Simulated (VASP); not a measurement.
Crystal: SiAs4.

```
CELL_PARAMETERS angstrom
3.54908 0.00000 0.00000
-1.77454 3.07359 0.00000
0.00000 0.00000 9.54824
ATOMIC_POSITIONS crystal
Si 0.00000 0.00000 0.00000
As 0.33333 0.66667 0.84253
As 0.33333 0.66667 0.42362
As 0.66667 0.33333 0.15747
As 0.66667 0.33333 0.57638
```

The cell was built from a structure type or drawn by symmetry, and may not be a known phase.

| Property | Result |
| --- | --- |
| Program | VASP 6.6.1 |
| Task | relaxation of cell and atoms |
| Functional | PBE |
| Potentials or basis | VASP PAW PBE potentials, release 64 (Si, As) |
| Cutoff | 600 eV |
| k mesh | 12 × 12 × 4 |
| Occupations | gaussian, width 0.1 eV |
| Spin | no spin polarisation |

At the start: pressure 0.6 GPa; volume 20.83 Å³/atom.

Problem. How do energy, volume and symmetry change on relaxing?

Solution. Over 30 steps the energy falls by 7.1 meV/atom and the volume is 21.97 Å³/atom (+5.4 %); space group P-3m1 (No. 164, to 0.1 Å) before and after.

The path:
| step | energy change (eV) | largest force (eV/Å) | pressure (GPa) | volume (Å³) |
| --- | --- | --- | --- | --- |
| 1 | 0.0000 | 0.2079 | 0.62 | 104.16 |
| 2 | -0.0068 | 0.1856 | 0.01 | 105.37 |
| 3 | -0.0086 | 0.1686 | -0.52 | 106.48 |
| 4 | -0.0125 | 0.0730 | -0.13 | 106.48 |
| 5 | -0.0130 | 0.0453 | 0.06 | 106.48 |
| 6 | -0.0144 | 0.0049 | 0.06 | 106.59 |
| 7 | -0.0165 | 0.1352 | 0.06 | 106.87 |
| 8 | -0.0167 | 0.1938 | 0.07 | 107.00 |
| 9 | -0.0174 | 0.1992 | 0.08 | 107.07 |
| 10 | -0.0193 | 0.2134 | 0.11 | 107.27 |
| 11 | -0.0223 | 0.2335 | 0.20 | 107.68 |
| 12 | -0.0230 | 0.2501 | 0.45 | 108.47 |
| 13 | -0.0264 | 0.1803 | 0.34 | 109.07 |
| 14 | -0.0305 | 0.1438 | 0.08 | 110.87 |
| 15 | -0.0318 | 0.1121 | -0.12 | 111.07 |
| 16 | -0.0317 | 0.1369 | -0.72 | 111.68 |
| 17 | -0.0327 | 0.0587 | -0.41 | 111.35 |
| 18 | -0.0337 | 0.0380 | -0.31 | 111.14 |
| 19 | -0.0344 | 0.0074 | -0.18 | 110.84 |
| 20 | -0.0344 | 0.0037 | -0.16 | 110.80 |
| 21 | -0.0346 | 0.0181 | -0.06 | 110.65 |
| 22 | -0.0346 | 0.0336 | 0.01 | 110.54 |
| 23 | -0.0347 | 0.0294 | 0.01 | 110.48 |
| 24 | -0.0349 | 0.0357 | 0.00 | 110.31 |
| 25 | -0.0348 | 0.0696 | -0.02 | 109.96 |
| 26 | -0.0349 | 0.0405 | 0.00 | 110.17 |
| 27 | -0.0351 | 0.0356 | -0.01 | 110.11 |
| 28 | -0.0353 | 0.0205 | 0.01 | 109.91 |
| 29 | -0.0353 | 0.0144 | 0.01 | 109.83 |
| 30 | -0.0353 | 0.0035 | -0.03 | 109.83 |

Final structure:
```yaml
crystal:
  lattice:
    - [3.50808, 0.00000, 0.00000]
    - [-1.75404, 3.03809, 0.00000]
    - [0.00000, 0.00000, 10.30512]
  atoms:
    - { symbol: Si, position: [0.00000, 0.00000, 0.00000] }
    - { symbol: As, position: [0.33333, 0.66667, 0.85015] }
    - { symbol: As, position: [0.33333, 0.66667, 0.43024] }
    - { symbol: As, position: [0.66667, 0.33333, 0.14985] }
    - { symbol: As, position: [0.66667, 0.33333, 0.56976] }
```

Caveat: this functional lacks dispersion, which binds the layers, so the pressure and a relaxed spacing across them are unreliable.
